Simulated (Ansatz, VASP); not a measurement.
One calculation of CoSi2, two programs

```xyz
3
Lattice="0.0000 2.6799 2.6799 2.6799 0.0000 2.6799 2.6799 2.6799 0.0000" Properties=species:S:1:pos:R:3 pbc="T T T"
Co    0.0000    0.0000    0.0000
Si    1.3400    1.3400    1.3400
Si    4.0199    4.0199    4.0199
```

Alike in both runs: functional PBE; k mesh 11 × 11 × 11; occupations fermi-dirac, width 0.1 eV; no spin polarisation.

Ansatz relaxed the structure, and its values are those at the end. VASP's run is a single point on that final structure, the one shown.

```csv
,VASP,Ansatz
version,VASP 6.6.1,Ansatz 0.2.0
potentials or method,"VASP PAW PBE potentials, release 64 (Co, Si)","PAW with Ansatz's default frozen-core files, scalar-relativistic"
plane-wave cutoff (eV),520,420
valence electrons in the cell,17,25
```

```tsv
	VASP	Ansatz	Ansatz less VASP
pressure (GPa)	-0.2	0.0	+0.23
```

VASP's potentials hold 17 valence electrons a cell and Ansatz's 25, so a difference there can come from the potentials and not from the codes.
